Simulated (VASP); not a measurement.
# Al3Ru2 (I4/mmm) in VASP: further runs, part 2 of 3

VASP 6.6.1. Earlier steps stand in the parts before.

## Step 3: Single point, PBEsol (biaxial strain in the a-b plane: -1.5 %)

File INCAR:

```
SYSTEM = Al3Ru2
ALGO     = Fast           ! electronic algorithm
EDIFF    = 1E-7           ! SCF threshold, eV
ENCUT    = 520            ! plane-wave cutoff, eV
GGA      = PS             ! functional
ISIF     = 2              ! what is computed and relaxed
ISMEAR   = 0              ! smearing method
LASPH    = .TRUE.         ! aspherical terms in the spheres
LCHARG   = .FALSE.        ! write CHGCAR
LREAL    = .FALSE.        ! projectors in reciprocal space
LWAVE    = .FALSE.        ! write WAVECAR
NBANDS   = 48             ! bands
NELM     = 80             ! most SCF steps
PREC     = Accurate       ! precision mode
SIGMA    = 0.1            ! smearing width, eV
```

File KPOINTS:

```
k-points
0
G
  12 12 4
  0 0 0
```

File POSCAR:

```
Al3Ru2
1.0
    3.0272623562      0.0000000000      0.0000000000
    0.0000000000      3.0272623562      0.0000000000
    0.0000000000      0.0000000000     14.3799296657
Al Ru
6 4
Direct
    0.0000000000      0.0000000000      0.0000000000
    0.5000000000      0.5000000000      0.3062567814
    0.0000000000      0.0000000000      0.1937432186
    0.5000000000      0.5000000000      0.5000000000
    0.0000000000      0.0000000000      0.8062567814
    0.5000000000      0.5000000000      0.6937432186
    0.5000000000      0.5000000000      0.1056584131
    0.0000000000      0.0000000000      0.3943415869
    0.0000000000      0.0000000000      0.6056584131
    0.5000000000      0.5000000000      0.8943415869
```

Potentials or basis: VASP PAW PBE potentials, release 64 (Al, Ru_pv).

Run with:

```
> cat potpaw_PBE.64/Al/POTCAR potpaw_PBE.64/Ru_pv/POTCAR > POTCAR
> mpirun -np 1 vasp_std > vasp.out
```

OUTCAR:

```text
SYSTEM = Al3Ru2
   EDIFF = 1E-7
   ENCUT = 520
   GGA = PS
   ISIF = 2
   ISMEAR = 0
   LASPH = .TRUE.
   LREAL = .FALSE.
   NELM = 80
   PREC = Accurate

 ion  position               nearest neighbor table
   1  0.000  0.000  0.000-   7 2.62  10 2.62   7 2.62  10 2.62   7 2.62  10 2.62   7 2.62  10 2.62
                             3 2.79   5 2.79
   2  0.500  0.500  0.306-   8 2.49   8 2.49   8 2.49   8 2.49   3 2.68   3 2.68   3 2.68   3 2.68
                             4 2.79   7 2.88
   3  0.000  0.000  0.194-   7 2.49   7 2.49   7 2.49   7 2.49   2 2.68   2 2.68   2 2.68   2 2.68
                             1 2.79   8 2.88
   4  0.500  0.500  0.500-   8 2.62   9 2.62   8 2.62   9 2.62   8 2.62   9 2.62   8 2.62   9 2.62
                             2 2.79   6 2.79
   5  0.000  0.000  0.806-  10 2.49  10 2.49  10 2.49  10 2.49   6 2.68   6 2.68   6 2.68   6 2.68
                             1 2.79   9 2.88
   6  0.500  0.500  0.694-   9 2.49   9 2.49   9 2.49   9 2.49   5 2.68   5 2.68   5 2.68   5 2.68
                             4 2.79  10 2.88
   7  0.500  0.500  0.106-   3 2.49   3 2.49   3 2.49   3 2.49   1 2.62   1 2.62   1 2.62   1 2.62
                             2 2.88  10 3.04
   8  0.000  0.000  0.394-   2 2.49   2 2.49   2 2.49   2 2.49   4 2.62   4 2.62   4 2.62   4 2.62
                             3 2.88   9 3.04
   9  0.000  0.000  0.606-   6 2.49   6 2.49   6 2.49   6 2.49   4 2.62   4 2.62   4 2.62   4 2.62
                             5 2.88   8 3.04
  10  0.500  0.500  0.894-   5 2.49   5 2.49   5 2.49   5 2.49   1 2.62   1 2.62   1 2.62   1 2.62
                             6 2.88   7 3.04

  LATTYP: Found a simple tetragonal cell.
 ALAT       =     3.0272623562
 C/A-ratio  =     4.7501431900

  Lattice vectors:

 A1 = (   3.0272623562,   0.0000000000,   0.0000000000)
 A2 = (   0.0000000000,   3.0272623562,   0.0000000000)
 A3 = (   0.0000000000,   0.0000000000,  14.3799296657)

Analysis of symmetry for initial positions (statically):
=====================================================================
 Subroutine PRICEL returns following result:

  LATTYP: Found a body centered tetragonal cell.
[... 175 lines left out ...]
   LHFCALC =     F    Hartree Fock is set to
   AEXX    =    0.0000 exact exchange contribution
   IVDW    =     0    specifies the selected vdW correction
   LEPSILON=     F    determine dielectric tensor
   LRPA    =     F    only Hartree local field effects (RPA)
 non-spin polarized calculation
 RMM-DIIS sequential band-by-band and
 Gauss-broadening in eV      SIGMA  =   0.10
  energy-cutoff  :      520.00
  volume of cell :      131.78
 maximum number of plane-waves:      3576
 NGX is ok and might be reduce to    24
   NGX = 11   NGY = 11   NGZ = 53

 number of electron      74.0000000 magnetization

 Free energy of the ion-electron system (eV)
  ---------------------------------------------------
  ext. energy  EPLUGINS =         0.00000000
  ---------------------------------------------------
  free energy    TOTEN  =       -71.87966028 eV

  energy without entropy =      -71.86256126  energy(sigma->0) =      -71.87111077

 E-fermi :  10.7621     XC(G=0): -12.4196

 val. band max:       10.7611281084   @ k =   0.5000   0.1667   0.5000
 cond. band min:      10.7623935370   @ k =   0.3333   0.3333   0.2500
 fundamental gap:      0.0012654286
 Fermi energy:        10.7621108711

 k-point     1 :       0.0000    0.0000    0.0000
  band No.  band energies     occupation
      1     -31.1638      2.00000
      2     -31.1621      2.00000
      3     -31.0747      2.00000
      4     -31.0729      2.00000
      5     -31.0704      2.00000
      6     -31.0704      2.00000
[... 1213 lines left out ...]
     47      15.0706      0.00000
     48      15.1142      0.00000

 [... further k-points ...]
[... 5 lines left out ...]
  --------------------------------------------------------------------------------------
  -------------------------------------------------------------------------------------
  Total        5.2866388      5.2866388      0.9774419      0.0000000      0.0000000      0.0000000
  in kB       64.2737056     64.2737056     11.8835076      0.0000000      0.0000000      0.0000000
  external PRESSURE =      46.8103062 kB  Pullay stress =       0.0000000 kB

 VOLUME and BASIS-vectors are now :
 -----------------------------------------------------------------------------
  energy-cutoff  :      520.00
  volume of cell :      131.78
      direct lattice vectors                 reciprocal lattice vectors
     3.027262356  0.000000000  0.000000000     0.330331462  0.000000000  0.000000000
     0.000000000  3.027262356  0.000000000     0.000000000  0.330331462  0.000000000
     0.000000000  0.000000000 14.379929666     0.000000000  0.000000000  0.069541369

 POSITION                                       TOTAL-FORCE (eV/Angst)
 -----------------------------------------------------------------------------------
      0.00000      0.00000      0.00000         0.000000      0.000000     -0.000000
      1.51363      1.51363      4.40395         0.000000      0.000000     -0.002289
      0.00000      0.00000      2.78601         0.000000      0.000000      0.002289
      1.51363      1.51363      7.18996        -0.000000      0.000000     -0.000000
      0.00000      0.00000     11.59392         0.000000      0.000000     -0.002289
      1.51363      1.51363      9.97598         0.000000      0.000000      0.002289
      1.51363      1.51363      1.51936        -0.000000      0.000000     -0.164517
      0.00000      0.00000      5.67060         0.000000     -0.000000      0.164517
      0.00000      0.00000      8.70933         0.000000     -0.000000     -0.164517
      1.51363      1.51363     12.86057        -0.000000      0.000000      0.164517
 -----------------------------------------------------------------------------------
    total drift:                                0.000000      0.000000      0.000000

  FREE ENERGIE OF THE ION-ELECTRON SYSTEM (eV)
  ---------------------------------------------------
  free  energy   TOTEN  =       -71.8796602764 eV

  energy  without entropy=      -71.8625612619  energy(sigma->0) =      -71.87111077
```

Run time: 10 min. Hardware: 1 thread of Intel Xeon Platinum 8259CL at 2.50GHz (Skylake/Cascade Lake), shared host; peak memory 0.51 GiB.

What came out:

| Item | Value |
| --- | --- |
| Free energy | -71.8797 eV |
| Pressure | 4.7 GPa |
| Largest force | 0.165 eV/Å |
| Band gap on the k mesh | zero (band 37 reaches 12.05 eV, above the bottom of band 38 at 10.11 eV) |

Forces on the atoms (eV/Å):
```
Al   0.000  0.000  0.000
Al   0.000  0.000 -0.002
Al   0.000  0.000  0.002
Al   0.000  0.000  0.000
Al   0.000  0.000 -0.002
Al   0.000  0.000  0.002
Ru   0.000  0.000 -0.165
Ru   0.000  0.000  0.165
Ru   0.000  0.000 -0.165
Ru   0.000  0.000  0.165
```

Levels at points of the mesh, in eV from the Fermi level:
```csv
k point,band 36,band 37,band 38,band 39,band 40,band 41
"(0.00, 0.00, 0.00)",-0.11,-0.02,0.00,2.24,3.21,4.44
"(0.50, 0.00, 0.00)",-1.06,-0.36,-0.36,1.39,1.39,1.78
"(0.50, 0.50, 0.00)",0.57,1.24,1.24,1.28,1.28,2.06
"(0.00, 0.00, 0.50)",-0.12,-0.01,-0.01,2.55,2.55,4.99
"(0.50, 0.00, 0.50)",-1.06,-0.36,-0.36,1.37,1.37,1.78
"(0.50, 0.50, 0.50)",1.24,1.28,1.28,1.37,1.37,1.37
```

Caveat: the cell differs from its parent crystal (biaxial strain in the a-b plane: -1.5 %); the PAW data sets were made with another functional, which shifts forces and pressure a little.

## Step 4: Single point, PBEsol (biaxial strain in the a-b plane: -1.5 %, then relaxed in part)

File INCAR:

```
SYSTEM = Al3Ru2
PREC     = Accurate       ! precision mode
ENCUT    = 520            ! plane-wave cutoff, eV
EDIFF    = 1E-6           ! SCF threshold, eV
ISMEAR   = 0              ! smearing method
SIGMA    = 0.1            ! smearing width, eV
LREAL    = .FALSE.        ! projectors in reciprocal space
LASPH    = .TRUE.         ! aspherical terms in the spheres
NELM     = 60             ! most SCF steps
ALGO     = Fast           ! electronic algorithm
ISIF     = 2              ! what is computed and relaxed
LWAVE    = .FALSE.        ! write WAVECAR
LCHARG   = .TRUE.         ! write CHGCAR
GGA      = PS             ! functional
LELF     = .TRUE.         ! ELF
LVHAR    = .TRUE.       
NBANDS   = 48             ! bands
```

File KPOINTS:

```
Automatic mesh
0
G
  12 12 4
  0 0 0
```

File POSCAR:

```
Al3Ru2
1.0
    3.0272623562      0.0000000000      0.0000000000
    0.0000000000      3.0272623562      0.0000000000
    0.0000000000      0.0000000000     14.4533312788
Al Ru
6 4
Direct
    0.0000000000      0.0000000000      0.0000000000
    0.5000000000      0.5000000000      0.3069641050
    0.0000000000      0.0000000000      0.1930358950
    0.5000000000      0.5000000000      0.5000000000
    0.0000000000      0.0000000000      0.8069641050
    0.5000000000      0.5000000000      0.6930358950
    0.5000000000      0.5000000000      0.1046344189
    0.0000000000      0.0000000000      0.3953655811
    0.0000000000      0.0000000000      0.6046344189
    0.5000000000      0.5000000000      0.8953655811
```

Potentials or basis: VASP PAW PBE potentials, release 64 (Al, Ru_pv).

Run with:

```
> cat potpaw_PBE.64/Al/POTCAR potpaw_PBE.64/Ru_pv/POTCAR > POTCAR
> mpirun -np 1 vasp_std > vasp.out
```

OUTCAR:

```text
SYSTEM = Al3Ru2
   PREC = Accurate
   ENCUT = 520
   EDIFF = 1E-6
   ISMEAR = 0
   LREAL = .FALSE.
   LASPH = .TRUE.
   NELM = 60
   ISIF = 2
   GGA = PS

 ion  position               nearest neighbor table
   1  0.000  0.000  0.000-   7 2.62  10 2.62   7 2.62  10 2.62   7 2.62  10 2.62   7 2.62  10 2.62
                             3 2.79   5 2.79
   2  0.500  0.500  0.307-   8 2.49   8 2.49   8 2.49   8 2.49   3 2.70   3 2.70   3 2.70   3 2.70
                             4 2.79   7 2.92
   3  0.000  0.000  0.193-   7 2.49   7 2.49   7 2.49   7 2.49   2 2.70   2 2.70   2 2.70   2 2.70
                             1 2.79   8 2.92
   4  0.500  0.500  0.500-   8 2.62   9 2.62   8 2.62   9 2.62   8 2.62   9 2.62   8 2.62   9 2.62
                             2 2.79   6 2.79
   5  0.000  0.000  0.807-  10 2.49  10 2.49  10 2.49  10 2.49   6 2.70   6 2.70   6 2.70   6 2.70
                             1 2.79   9 2.92
   6  0.500  0.500  0.693-   9 2.49   9 2.49   9 2.49   9 2.49   5 2.70   5 2.70   5 2.70   5 2.70
                             4 2.79  10 2.92
   7  0.500  0.500  0.105-   3 2.49   3 2.49   3 2.49   3 2.49   1 2.62   1 2.62   1 2.62   1 2.62
                             2 2.92  10 3.02
   8  0.000  0.000  0.395-   2 2.49   2 2.49   2 2.49   2 2.49   4 2.62   4 2.62   4 2.62   4 2.62
                             3 2.92   9 3.02
   9  0.000  0.000  0.605-   6 2.49   6 2.49   6 2.49   6 2.49   4 2.62   4 2.62   4 2.62   4 2.62
                             5 2.92   8 3.02
  10  0.500  0.500  0.895-   5 2.49   5 2.49   5 2.49   5 2.49   1 2.62   1 2.62   1 2.62   1 2.62
                             6 2.92   7 3.02

  LATTYP: Found a simple tetragonal cell.
 ALAT       =     3.0272623562
 C/A-ratio  =     4.7743900522

  Lattice vectors:

 A1 = (   3.0272623562,   0.0000000000,   0.0000000000)
 A2 = (   0.0000000000,   3.0272623562,   0.0000000000)
 A3 = (   0.0000000000,   0.0000000000,  14.4533312788)

Analysis of symmetry for initial positions (statically):
=====================================================================
 Subroutine PRICEL returns following result:

  LATTYP: Found a body centered tetragonal cell.
[... 175 lines left out ...]
   LHFCALC =     F    Hartree Fock is set to
   AEXX    =    0.0000 exact exchange contribution
   IVDW    =     0    specifies the selected vdW correction
   LEPSILON=     F    determine dielectric tensor
   LRPA    =     F    only Hartree local field effects (RPA)
 non-spin polarized calculation
 RMM-DIIS sequential band-by-band and
 Gauss-broadening in eV      SIGMA  =   0.10
  energy-cutoff  :      520.00
  volume of cell :      132.45
 maximum number of plane-waves:      3612
 NGX is ok and might be reduce to    24
   NGX = 11   NGY = 11   NGZ = 53

 number of electron      74.0000003 magnetization

 Free energy of the ion-electron system (eV)
  ---------------------------------------------------
  ext. energy  EPLUGINS =         0.00000000
  ---------------------------------------------------
  free energy    TOTEN  =       -71.88729335 eV

  energy without entropy =      -71.87054709  energy(sigma->0) =      -71.87892022

 E-fermi :  10.6973     XC(G=0): -12.3938

 val. band max:       10.6966768481   @ k =   0.0000   0.0000   0.0000
 cond. band min:      10.6987155593   @ k =   0.0000   0.0000   0.2500
 fundamental gap:      0.0020387112
 Fermi energy:        10.6972975909

 k-point     1 :       0.0000    0.0000    0.0000
  band No.  band energies     occupation
      1     -31.2266      2.00000
      2     -31.2251      2.00000
      3     -31.1330      2.00000
      4     -31.1315      2.00000
      5     -31.1305      2.00000
      6     -31.1305      2.00000
[... 1213 lines left out ...]
     47      14.9980      0.00000
     48      15.0320      0.00000

 [... further k-points ...]
[... 5 lines left out ...]
  --------------------------------------------------------------------------------------
  -------------------------------------------------------------------------------------
  Total        4.6002879      4.6002879      0.0757391      0.0000000      0.0000000     -0.0000000
  in kB       55.6451749     55.6451749      0.9161415      0.0000000      0.0000000     -0.0000000
  external PRESSURE =      37.4021638 kB  Pullay stress =       0.0000000 kB

 VOLUME and BASIS-vectors are now :
 -----------------------------------------------------------------------------
  energy-cutoff  :      520.00
  volume of cell :      132.45
      direct lattice vectors                 reciprocal lattice vectors
     3.027262356  0.000000000  0.000000000     0.330331462  0.000000000  0.000000000
     0.000000000  3.027262356  0.000000000     0.000000000  0.330331462  0.000000000
     0.000000000  0.000000000 14.453331279     0.000000000  0.000000000  0.069188202

 POSITION                                       TOTAL-FORCE (eV/Angst)
 -----------------------------------------------------------------------------------
      0.00000      0.00000      0.00000         0.000000      0.000000      0.000000
      1.51363      1.51363      4.43665         0.000000      0.000000     -0.008775
      0.00000      0.00000      2.79001        -0.000000      0.000000      0.008775
      1.51363      1.51363      7.22667        -0.000000     -0.000000      0.000000
      0.00000      0.00000     11.66332         0.000000      0.000000     -0.008775
      1.51363      1.51363     10.01668        -0.000000      0.000000      0.008775
      1.51363      1.51363      1.51232        -0.000000      0.000000     -0.006242
      0.00000      0.00000      5.71435        -0.000000     -0.000000      0.006242
      0.00000      0.00000      8.73898         0.000000     -0.000000     -0.006242
      1.51363      1.51363     12.94102         0.000000      0.000000      0.006242
 -----------------------------------------------------------------------------------
    total drift:                                0.000000     -0.000000      0.000000

  FREE ENERGIE OF THE ION-ELECTRON SYSTEM (eV)
  ---------------------------------------------------
  free  energy   TOTEN  =       -71.8872933472 eV

  energy  without entropy=      -71.8705470853  energy(sigma->0) =      -71.87892022
```

OSZICAR:

```text
N       E                     dE             d eps       ncg     rms          rms(c)
DAV:   1     0.677522595836E+03    0.67752E+03   -0.39995E+04  8856   0.149E+03
DAV:   2    -0.446166394603E+02   -0.72214E+03   -0.69222E+03  8640   0.423E+02
DAV:   3    -0.744870423957E+02   -0.29870E+02   -0.29090E+02  9824   0.818E+01
DAV:   4    -0.750137494997E+02   -0.52671E+00   -0.52524E+00  9472   0.103E+01
DAV:   5    -0.750253003256E+02   -0.11551E-01   -0.11550E-01 11008   0.152E+00    0.281E+01
RMM:   6    -0.726432492034E+02    0.23821E+01   -0.18171E+01  8173   0.200E+01    0.550E+00
RMM:   7    -0.720133791083E+02    0.62987E+00   -0.21759E+00  8107   0.743E+00    0.535E+00
RMM:   8    -0.718901530034E+02    0.12323E+00   -0.38852E-01  8839   0.282E+00    0.873E-01
RMM:   9    -0.718885102664E+02    0.16427E-02   -0.70838E-02  8973   0.845E-01    0.356E-01
RMM:  10    -0.718877920290E+02    0.71824E-03   -0.13705E-02  8934   0.504E-01    0.232E-01
RMM:  11    -0.718872772791E+02    0.51475E-03   -0.27381E-03  9018   0.221E-01    0.840E-02
RMM:  12    -0.718872981978E+02   -0.20919E-04   -0.67053E-04  9264   0.110E-01    0.381E-02
RMM:  13    -0.718872938697E+02    0.43281E-05   -0.35029E-04  9118   0.841E-02    0.393E-02
RMM:  14    -0.718872930820E+02    0.78769E-06   -0.76734E-05  9915   0.368E-02    0.120E-02
RMM:  15    -0.718872944136E+02   -0.13316E-05   -0.18345E-05  8781   0.154E-02    0.142E-02
RMM:  16    -0.718872931017E+02    0.13119E-05   -0.10611E-05  8232   0.154E-02    0.762E-03
RMM:  17    -0.718872933472E+02   -0.24548E-06   -0.17214E-06  5622   0.640E-03
   1 F= -.71887293E+02 E0= -.71878920E+02  d E =-.167463E-01
```

stdout:

```text
POSCAR found type information on POSCAR AlRu
 POSCAR found :  2 types and      10 ions
 scaLAPACK will be used
 -----------------------------------------------------------------------------
|                                                                             |
|                                                                             |
|     You enforced a specific xc type in the INCAR file but a different       |
|     I HOPE YOU KNOW WHAT YOU ARE DOING!                                     |
|                                                                             |
 -----------------------------------------------------------------------------

 LDA part: xc-table for (Slater+PW92), standard interpolation
 POSCAR, INCAR and KPOINTS ok, starting setup
 FFT: planning ... GRIDC
 FFT: planning ... GRID_SOFT
 FFT: planning ... GRID
 WAVECAR not read
 entering main loop
```

Wall time 9.1 min (1 thread of Intel Xeon Platinum 8259CL at 2.50GHz (Skylake/Cascade Lake), shared host); peak memory 0.51 GiB.

Results:

```yaml
Free_energy: -71.8873 eV
Pressure: 3.7 GPa
Largest_force: 0.009 eV/Å
Band_gap_on_the_k_mesh: zero (band 37 reaches 12.00 eV, above the bottom of band 38 at 10.08 eV)
```

Forces on the atoms (eV/Å):
```
Al   0.000  0.000  0.000
Al   0.000  0.000 -0.009
Al   0.000  0.000  0.009
Al   0.000  0.000  0.000
Al   0.000  0.000 -0.009
Al   0.000  0.000  0.009
Ru   0.000  0.000 -0.006
Ru   0.000  0.000  0.006
Ru   0.000  0.000 -0.006
Ru   0.000  0.000  0.006
```

Stress tensor (GPa, compression positive):
```
5.56 0.00 0.00
0.00 5.56 0.00
0.00 0.00 0.09
```

Levels at points of the mesh, in eV from the Fermi level:
```csv
k point,band 34,band 35,band 36,band 37,band 38,band 39,band 40,band 41,band 42,band 43
"(0.00, 0.00, 0.00)",-0.53,-0.12,-0.10,0.00,0.01,2.25,3.26,4.22,4.67,4.67
"(0.50, 0.00, 0.00)",-1.71,-1.06,-1.06,-0.33,-0.33,1.38,1.38,1.78,1.78,4.06
"(0.50, 0.50, 0.00)",0.50,0.57,0.57,1.25,1.25,1.29,1.29,2.07,2.07,2.16
"(0.00, 0.00, 0.50)",-0.66,-0.11,-0.11,0.01,0.01,2.56,2.56,5.02,5.02,5.02
"(0.50, 0.00, 0.50)",-1.71,-1.05,-1.05,-0.33,-0.33,1.36,1.36,1.79,1.79,3.96
"(0.50, 0.50, 0.50)",0.68,1.25,1.25,1.29,1.29,1.37,1.37,1.37,1.37,1.92
```

Caveat: the cell differs from its parent crystal (biaxial strain in the a-b plane: -1.5 %, then relaxed in part); the PAW data sets were made with another functional, which shifts forces and pressure a little.

(Continued in part 3 of 3.)
